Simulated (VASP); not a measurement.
Write the native input for VASP 6.6.1 that does the following.

* Task: single point
* Functional: LDA
* Potentials or basis: VASP PAW LDA potentials, release 64 (Hf_pv, O)
* Cutoff: 520 eV
* k mesh: 8 × 8 × 8
* Occupations: gaussian, width 0.01 eV
* Spin: no spin polarisation
* Dipole correction: no
* Further INCAR settings: ALGO = Normal; EDIFF = 1e-07; NBANDS = 18

The structure of HfO2 lies in POSCAR:

```
HfO2
1.0
    0.0000000000      2.4088594652      2.4088594652
    2.4088594652      0.0000000000      2.4088594652
    2.4088594652      2.4088594652      0.0000000000
Hf O
1 2
Direct
    0.0000000000      0.0000000000      0.0000000000
    0.2500000000      0.2500000000      0.2500000000
    0.7500000000      0.7500000000      0.7500000000
```

One way to write it, as run:

INCAR

```
  PREC = Accurate
  ENCUT = 520
  EDIFF = 1E-7
  ISMEAR = 0
  SIGMA = 0.01
  LREAL = F
  LASPH = T
  NELM = 100
  ALGO = Normal
  ISIF = 2
  LWAVE = F
  LCHARG = F
  NBANDS = 18
```

KPOINTS

```
Automatic mesh
0
Gamma
  8 8 8
```

Potentials or basis: VASP PAW LDA potentials, release 64 (Hf_pv, O).

The run is started by

```console
$ cat potpaw_LDA.64/Hf_pv/POTCAR potpaw_LDA.64/O/POTCAR > POTCAR
$ mpirun -np 1 vasp_std > vasp.out
```

It gave:

| Quantity | Value |
| --- | --- |
| Pressure | 36.1 GPa |
| Band gap on the k mesh | 4.00 eV |

Caveat: the cell stands under pressure; spin-orbit coupling is left out, which moves the levels of the heavy elements.

Run time: 28 s on 1 thread of Intel Xeon 8259CL, on a shared host, peak memory 0.15 GiB.
